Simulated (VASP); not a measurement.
# Al3GaN4 (Cmm2) in VASP: further runs

Al3GaN4 is run at these levels: PBEsol; tasks: single point.

Everything below comes from runs of VASP 6.6.1. Logs are shortened: lines on timing, memory, paths and dates and some standing lists are left out, and cuts for length are marked.

**1. The cell of the first run**

Symmetry: Cmm2, No. 35, orthorhombic system. The conventional cell has a = 6.232 Å, b = 6.232 Å, c = 9.314 Å, α = 90.00°, β = 90.00°, γ = 90.00°. Al (site symmetry 2) has 4 N at 1.90 to 2.22 Å within 2.5 Å. Within 2.5 Å of Al (site symmetry 2) lie 4 N at 1.90 Å. Al (site symmetry mm2) has 4 N at 1.90 Å within 2.5 Å. Within 2.5 Å of Al (site symmetry mm2) lie 4 N at 1.90 Å. Ga (site symmetry mm2) has 4 N at 1.95 Å within 2.6 Å. Within 2.6 Å of Ga (site symmetry mm2) lie 4 N at 1.95 Å. N (site symmetry m) has 3 Al at 1.90 Å and 1 Ga at 1.95 Å within 2.5 Å. N (site symmetry m) has 3 Al at 1.90 Å and 1 Ga at 1.95 Å within 2.5 Å.

**2. Single point, PBEsol**

INCAR

```
ALGO     = Normal         # electronic algorithm
EDIFF    = 1E-7           # SCF threshold, eV
ENCUT    = 520            # plane-wave cutoff, eV
GGA      = PS             # functional
ISIF     = 2              # what is computed and relaxed
ISMEAR   = 0              # smearing method
LASPH    = True           # aspherical terms in the spheres
LCHARG   = False          # write CHGCAR
LREAL    = Auto         
LWAVE    = False          # write WAVECAR
NBANDS   = 56             # bands
NELM     = 80             # most SCF steps
PREC     = Accurate       # precision mode
SIGMA    = 0.05           # smearing width, eV
```

KPOINTS

```
k-points
0
Gamma
  5 5 3
```

POSCAR

```
Al3GaN4
1.0
    0.0000000000     -4.4069948432      0.0000000000
    0.0000000000      0.0000000000     -4.4069948432
    9.3139896863      0.0000000000      0.0000000000
Al Ga N
6 2 8
Direct
    0.5000000000      1.0000000000      0.0579146195
    0.5000000000      1.0000000000      0.5310732756
    0.0000000000      0.5000000000      0.0579146195
    0.0000000000      0.5000000000      0.5310732756
    0.5000000000      0.5000000000      0.2944939476
    0.5000000000      0.5000000000      0.7676526037
    0.0000000000      1.0000000000      0.2944939476
    0.0000000000      1.0000000000      0.7676526037
    0.2552922824      0.7447077176      0.1737001943
    0.2552922824      0.7447077176      0.6468588504
    0.7447077176      0.2552922824      0.1737001943
    0.7447077176      0.2552922824      0.6468588504
    0.2552922824      0.2552922824      0.8884463570
    0.2552922824      0.2552922824      0.4152877008
    0.7447077176      0.7447077176      0.8884463570
    0.7447077176      0.7447077176      0.4152877008
```

Potentials or basis: VASP PAW PBE potentials, release 64 (Al, Ga_d, N).

Launch:

```
$ cat potpaw_PBE.64/Al/POTCAR potpaw_PBE.64/Ga_d/POTCAR potpaw_PBE.64/N/POTCAR > POTCAR
$ mpirun -np 1 vasp_std > vasp.out
```

OUTCAR:

```text
EDIFF = 1E-7
   ENCUT = 520
   GGA = PS
   ISIF = 2
   ISMEAR = 0
   LASPH = True
   LREAL = Auto
   NELM = 80
   PREC = Accurate

 ion  position               nearest neighbor table
   1  0.500  0.000  0.058-   9 1.90  11 1.90  13 2.22  15 2.22   3 3.12   3 3.12   3 3.12   3 3.12
                             5 3.12   7 3.12   7 3.12   5 3.12
   2  0.500  0.000  0.531-  10 1.90  12 1.90  14 1.90  16 1.90   5 3.12   7 3.12   5 3.12   7 3.12
                             4 3.12   4 3.12   4 3.12   4 3.12   6 3.12   8 3.12   8 3.12   6 3.12
   3  0.000  0.500  0.058-   9 1.90  11 1.90  13 2.22  15 2.22   1 3.12   1 3.12   1 3.12   1 3.12
                             7 3.12   7 3.12   5 3.12   5 3.12
   4  0.000  0.500  0.531-  10 1.90  12 1.90  14 1.90  16 1.90   5 3.12   7 3.12   7 3.12   5 3.12
                             2 3.12   2 3.12   2 3.12   2 3.12   6 3.12   8 3.12   6 3.12   8 3.12
   5  0.500  0.500  0.294-  14 1.90  16 1.90   9 1.90  11 1.90   2 3.12   4 3.12   2 3.12   4 3.12
                             7 3.12   7 3.12   7 3.12   7 3.12   3 3.12   1 3.12   1 3.12   3 3.12
   6  0.500  0.500  0.768-  10 1.90  12 1.90  13 1.90  15 1.90   8 3.12   8 3.12   8 3.12   8 3.12
                             4 3.12   4 3.12   2 3.12   2 3.12
   7  0.000  0.000  0.294-  14 1.95  16 1.95   9 1.95  11 1.95   2 3.12   4 3.12   4 3.12   2 3.12
                             5 3.12   5 3.12   5 3.12   5 3.12   1 3.12   3 3.12   1 3.12   3 3.12
   8  0.000  0.000  0.768-  10 1.95  12 1.95  13 1.95  15 1.95   6 3.12   6 3.12   6 3.12   6 3.12
                             4 3.12   2 3.12   2 3.12   4 3.12
   9  0.255  0.745  0.174-   1 1.90   3 1.90   5 1.90   7 1.95
  10  0.255  0.745  0.647-   2 1.90   4 1.90   6 1.90   8 1.95
  11  0.745  0.255  0.174-   1 1.90   3 1.90   5 1.90   7 1.95
  12  0.745  0.255  0.647-   2 1.90   4 1.90   6 1.90   8 1.95
  13  0.255  0.255  0.888-   6 1.90   8 1.95   3 2.22   1 2.22
  14  0.255  0.255  0.415-   5 1.90   2 1.90   4 1.90   7 1.95
  15  0.745  0.745  0.888-   6 1.90   8 1.95   3 2.22   1 2.22
  16  0.745  0.745  0.415-   5 1.90   2 1.90   4 1.90   7 1.95

  LATTYP: Found a simple tetragonal cell.
 ALAT       =     4.4069948432
 C/A-ratio  =     2.1134559984

  Lattice vectors:

 A1 = (   0.0000000000,  -4.4069948432,   0.0000000000)
 A2 = (   0.0000000000,   0.0000000000,  -4.4069948432)
 A3 = (   9.3139896863,   0.0000000000,   0.0000000000)

Analysis of symmetry for initial positions (statically):
=====================================================================
 Subroutine PRICEL returns:
 Original cell was already a primitive cell.

 Routine SETGRP: Setting up the symmetry group for a
 simple tetragonal supercell.

 Subroutine GETGRP returns: Found  4 space group operations
 (whereof  4 operations were pure point group operations)
 out of a pool of 16 trial point group operations.

The static configuration has the point symmetry C_2v.

Analysis of symmetry for dynamics (positions and initial velocities):
=====================================================================
 Subroutine PRICEL returns:
 Original cell was already a primitive cell.

 Routine SETGRP: Setting up the symmetry group for a
 simple tetragonal supercell.

 Subroutine GETGRP returns: Found  4 space group operations
 (whereof  4 operations were pure point group operations)
 out of a pool of 16 trial point group operations.

The dynamic configuration has the point symmetry C_2v.

 Subroutine INISYM returns: Found  4 space group operations
 (whereof  4 operations are pure point group operations),
 and found     1 'primitive' translations

----------------------------------------------------------------------------------------

                                     Primitive cell

  volume of cell :     180.8926

  direct lattice vectors                    reciprocal lattice vectors
     0.000000000 -4.406994843  0.000000000     0.000000000 -0.226911997  0.000000000
     0.000000000  0.000000000 -4.406994843     0.000000000  0.000000000 -0.226911997
     9.313989686  0.000000000  0.000000000     0.107365375  0.000000000  0.000000000

  length of vectors
     4.406994843  4.406994843  9.313989686     0.226911997  0.226911997  0.107365375

  position of ions in fractional coordinates (direct lattice)
     0.500000000  0.000000000  0.057914620
     0.500000000  0.000000000  0.531073276
     0.000000000  0.500000000  0.057914620
     0.000000000  0.500000000  0.531073276
     0.500000000  0.500000000  0.294493948
     0.500000000  0.500000000  0.767652604
[... 8 lines left out ...]
     0.744707718  0.744707718  0.888446357
     0.744707718  0.744707718  0.415287701

  ion indices of the primitive-cell ions
   primitive index   ion index
                 1           1
                 2           2
                 3           3
                 4           4
                 5           5
                 6           6
[... 8 lines left out ...]
                15          15
                16          16

----------------------------------------------------------------------------------------

 KPOINTS: k-points

Automatic generation of k-mesh.
 Grid dimensions read from file:
 generate k-points for:    5    5    3

 Generating k-lattice:

  Cartesian coordinates                     Fractional coordinates (reciprocal lattice)
     0.000000000 -0.045382399  0.000000000     0.200000000  0.000000000  0.000000000
     0.000000000  0.000000000 -0.045382399     0.000000000  0.200000000  0.000000000
     0.035788458  0.000000000  0.000000000     0.000000000  0.000000000  0.333333333

  Length of vectors
     0.045382399  0.045382399  0.035788458

  Shift w.r.t. Gamma in fractional coordinates (k-lattice)
     0.000000000  0.000000000  0.000000000

 Subroutine IBZKPT returns following result:
 ===========================================

 Found     18 irreducible k-points:

 Following reciprocal coordinates:
            Coordinates               Weight
  0.000000  0.000000  0.000000      1.000000
  0.200000  0.000000  0.000000      4.000000
  0.400000  0.000000  0.000000      4.000000
  0.200000  0.200000  0.000000      2.000000
 -0.200000  0.200000  0.000000      2.000000
  0.400000  0.200000  0.000000      4.000000
[... 10 lines left out ...]
  0.400000  0.400000  0.333333      4.000000
 -0.400000  0.400000  0.333333      4.000000
   k-points           NKPTS =     18   k-points in BZ     NKDIM =     18   number of bands    NBANDS=     56
   number of dos      NEDOS =    301   number of ions     NIONS =     16
   total plane-waves  NPLWV =  90720
   dimension x,y,z NGX =    36 NGY =   36 NGZ =   70
   dimension x,y,z NGXF=    72 NGYF=   72 NGZF=  140
   ions per type =               6   2   8
   NGX,Y,Z   is equivalent  to a cutoff of  13.58, 13.58, 12.49 a.u.
   NGXF,Y,Z  is equivalent  to a cutoff of  27.16, 27.16, 24.99 a.u.
 SYSTEM =  unknown system
   PREC   = accura    normal or accurate (medium, high low for compatibility)
   ISTART =      0    job   : 0-new  1-cont  2-samecut
   ICHARG =      2    charge: 1-file 2-atom 10-const
   ISPIN  =      1    spin polarized calculation?
   LNONCOLLINEAR =      F non collinear calculations
   LSORBIT =      F    spin-orbit coupling
   LASPH  =      T    aspherical Exc in radial PAW
   ENCUT  =  520.0 eV  38.22 Ry    6.18 a.u.   8.19  8.19 17.32*2*pi/ulx,y,z
   NELM   =     80;   NELMIN=  2; NELMDL= -5     # of ELM steps
   EDIFF  = 0.1E-06   stopping-criterion for ELM
   LREAL  =      T    real-space projection
   EDIFFG = 0.1E-05   stopping-criterion for IOM
   NSW    =      0    number of steps for IOM
   IBRION =     -1    ionic relax: 0-MD 1-quasi-New 2-CG
   NFREE  =      0    steps in history (QN), initial steepest desc. (CG)
   ISIF   =      2    stress and relaxation
   ISYM   =      2    0-nonsym 1-usesym 2-fastsym
   POTIM  = 0.5000    time-step for ionic-motion
   TEBEG  =    0.0;   TEEND  =   0.0 temperature during run
   PSTRESS=    0.0 pullay stress
   NELECT =      84.0000    total number of electrons
   NUPDOWN=      -1.0000    fix difference up-down
   EMIN   =  10.00;   EMAX   =-10.00  energy-range for DOS
   EFERMI =   0.00;   METHOD = LEGACY
   ISMEAR =     0;   SIGMA  =   0.05  broadening in eV -4-tet -1-fermi 0-gaus
   EFERMI_NEDOS =   21; number of points for ismear=-14 and -15
   IALGO  =     38    algorithm
   IMIX   =      4    mixing-type and parameters
     AMIX     =   0.40;   BMIX     =  1.00
     AMIX_MAG =   1.60;   BMIX_MAG =  1.00
  volume/ion in A,a.u.               =      11.31        76.30
  Fermi-wavevector in a.u.,A,eV,Ry     =   1.267733  2.395667 21.866547  1.607146
  Thomas-Fermi vector in A             =   2.400865
   LORBIT       =      0    0 simple, 1 ext, 2 COOP (PROOUT), +10 PAW based schemes
   GGA     = PS    functional components
   LHFCALC =     F    Hartree Fock is set to
   AEXX    =    0.0000 exact exchange contribution
   IVDW    =     0    specifies the selected vdW correction
   LEPSILON=     F    determine dielectric tensor
   LRPA    =     F    only Hartree local field effects (RPA)
 non-spin polarized calculation
 Gauss-broadening in eV      SIGMA  =   0.05
  energy-cutoff  :      520.00
  volume of cell :      180.89
 maximum number of plane-waves:      4886
 NGX is ok and might be reduce to    36
   NGX = 17   NGY = 17   NGZ = 35

 number of electron      83.9999990 magnetization

 Free energy of the ion-electron system (eV)
  ---------------------------------------------------
  ext. energy  EPLUGINS =         0.00000000
  ---------------------------------------------------
  free energy    TOTEN  =      -117.24825531 eV

  energy without entropy =     -117.24825531  energy(sigma->0) =     -117.24825531

 E-fermi :   6.9399     XC(G=0): -11.0728

 val. band max:        6.6725212252   @ k =   0.4000   0.4000   0.3333
 cond. band min:       7.4566402886   @ k =   0.0000   0.0000   0.0000
 fundamental gap:      0.7841190634
 Fermi energy:         6.9398541607

 k-point     1 :       0.0000    0.0000    0.0000
  band No.  band energies     occupation
      1     -10.2820      2.00000
      2      -9.4447      2.00000
      3      -9.0497      2.00000
      4      -8.8044      2.00000
      5      -8.6502      2.00000
      6      -8.1125      2.00000
[... 46 lines left out ...]
     53      13.0897      0.00000
     54      13.8218      0.00000
[... 967 lines left out ...]
     53      13.1624      0.00000
     54      13.5876      0.00000
 [bands above 54 left out]

------------------------ aborting loop because EDIFF is reached ----------------------------------------

  FORCE on cell =-STRESS in cart. coord.  units (eV):
  Direction    XX          YY          ZZ          XY          YZ          ZX
  --------------------------------------------------------------------------------------
  -------------------------------------------------------------------------------------
  Total      -16.5501113     -2.7776158     -2.7776158      0.0000000      0.0182692      0.0000000
  in kB     -146.5853823    -24.6015190    -24.6015190      0.0000000      0.1618119      0.0000000
  external PRESSURE =     -65.2628068 kB  Pullay stress =       0.0000000 kB

 VOLUME and BASIS-vectors are now :
 -----------------------------------------------------------------------------
  energy-cutoff  :      520.00
  volume of cell :      180.89
      direct lattice vectors                 reciprocal lattice vectors
     0.000000000 -4.406994843  0.000000000     0.000000000 -0.226911997  0.000000000
     0.000000000  0.000000000 -4.406994843     0.000000000  0.000000000 -0.226911997
     9.313989686  0.000000000  0.000000000     0.107365375  0.000000000  0.000000000

 POSITION                                       TOTAL-FORCE (eV/Angst)
 -----------------------------------------------------------------------------------
      0.53942     -2.20350      0.00000        -4.356012      0.000000      0.000000
      4.94641     -2.20350      0.00000         0.647749      0.000000      0.000000
      0.53942      0.00000     -2.20350        -4.356012      0.000000      0.000000
      4.94641      0.00000     -2.20350         0.647749      0.000000      0.000000
      2.74291     -2.20350     -2.20350         0.651298      0.000000      0.000000
      7.14991     -2.20350     -2.20350         1.576717      0.000000      0.000000
[... 8 lines left out ...]
      8.27498     -3.28192     -3.28192         3.316114     -0.036760     -0.036760
      3.86799     -3.28192     -3.28192        -0.662546     -0.019699     -0.019699
 -----------------------------------------------------------------------------------
    total drift:                               -0.009478     -0.000000     -0.000000

  FREE ENERGIE OF THE ION-ELECTRON SYSTEM (eV)
  ---------------------------------------------------
  free  energy   TOTEN  =      -117.2482553067 eV

  energy  without entropy=     -117.2482553067  energy(sigma->0) =     -117.24825531
```

Wall time 7.8 min (1 thread of Intel Xeon Platinum 8259CL at 2.50GHz (Skylake/Cascade Lake), shared host); peak memory 0.34 GiB.

What came out:

* Free energy: -117.2483 eV
* Pressure: -6.5 GPa
* Largest force: 4.356 eV/Å
* Band gap on the k mesh: 0.78 eV, indirect (least direct gap 1.08 eV)

Forces on the atoms (eV/Å):
```
Al  -4.356  0.000  0.000
Al   0.648  0.000  0.000
Al  -4.356  0.000  0.000
Al   0.648  0.000  0.000
Al   0.651  0.000  0.000
Al   1.577  0.000  0.000
Ga   0.713  0.000  0.000
Ga   1.575  0.000  0.000
N   -0.520 -0.045  0.045
N   -0.683 -0.010  0.010
N   -0.520  0.045 -0.045
N   -0.683  0.010 -0.010
N    3.316  0.037  0.037
N   -0.663  0.020  0.020
N    3.316 -0.037 -0.037
N   -0.663 -0.020 -0.020
```

Caveat: the PAW data sets were made with another functional, which shifts forces and pressure a little.

**3. Single point, PBEsol**

This run uses another cell than the first one, of 17.98 Å³/atom, 1.591 times its volume.

INCAR

```
  PREC = Accurate
  ENCUT = 520
  EDIFF = 1E-7
  ISMEAR = 0
  SIGMA = 0.05
  LREAL = Auto
  LASPH = True
  NELM = 60
  ALGO = Normal
  ISIF = 2
  LWAVE = False
  LCHARG = False
  GGA = PS
  NBANDS = 56
```

KPOINTS

```
Automatic mesh
0
Gamma
  5 5 3
```

POSCAR

```
Al3GaN4
1.0
    0.0000000000     -4.4069948432      0.0000000000
    0.0000000000      0.0000000000     -4.4069948432
   14.8139896863      0.0000000000      0.0000000000
Al Ga N
6 2 8
Direct
    0.5000000000      1.0000000000      0.0364126194
    0.5000000000      1.0000000000      0.3339013403
    0.0000000000      0.5000000000      0.0364126194
    0.0000000000      0.5000000000      0.3339013403
    0.5000000000      0.5000000000      0.1851569799
    0.5000000000      0.5000000000      0.4826457008
    0.0000000000      1.0000000000      0.1851569799
    0.0000000000      1.0000000000      0.4826457008
    0.2552922824      0.7447077176      0.1092104053
    0.2552922824      0.7447077176      0.4066991262
    0.7447077176      0.2552922824      0.1092104053
    0.7447077176      0.2552922824      0.4066991262
    0.2552922824      0.2552922824      0.5585922753
    0.2552922824      0.2552922824      0.2611035544
    0.7447077176      0.7447077176      0.5585922753
    0.7447077176      0.7447077176      0.2611035544
```

Potentials or basis: VASP PAW PBE potentials, release 64 (Al, Ga_d, N).

Launch:

```
$ cat potpaw_PBE.64/Al/POTCAR potpaw_PBE.64/Ga_d/POTCAR potpaw_PBE.64/N/POTCAR > POTCAR
$ mpirun -np 1 vasp_std > vasp.out
```

Wall time 16 min (1 thread of Intel Xeon Platinum 8259CL at 2.50GHz (Skylake/Cascade Lake), shared host); peak memory 0.45 GiB.

It converged, with:

```yaml
Free_energy: -106.0053 eV
Pressure: -1.3 GPa
Largest_force: 1.990 eV/Å
Band_gap_on_the_k_mesh: zero (band 42 reaches 1.56 eV, above the bottom of band 43 at 1.54 eV)
```

Forces on the atoms (eV/Å):
```
Al  -0.260  0.000  0.000
Al   0.845  0.000  0.000
Al  -0.260  0.000  0.000
Al   0.845  0.000  0.000
Al   0.671  0.000  0.000
Al   1.413  0.000  0.000
Ga   0.689  0.000  0.000
Ga   1.990  0.000  0.000
N   -0.120 -0.115  0.115
N   -0.871 -0.057  0.057
N   -0.120  0.115 -0.115
N   -0.871  0.057 -0.057
N   -1.300  0.215  0.215
N   -0.676  0.005  0.005
N   -1.300 -0.215 -0.215
N   -0.676 -0.005 -0.005
```

Stress tensor (GPa, compression positive):
```
-1.12  0.00  0.00
 0.00 -1.43  0.97
 0.00  0.97 -1.43
```

Levels at points of the mesh, in eV from the Fermi level:
```tsv
k point	band 39	band 40	band 41	band 42	band 43	band 44	band 45	band 46
(0.00, 0.00, 0.00)	-0.67	-0.66	-0.33	-0.07	-0.01	0.90	1.69	2.67
```

Caveat: the PAW data sets were made with another functional, which shifts forces and pressure a little.
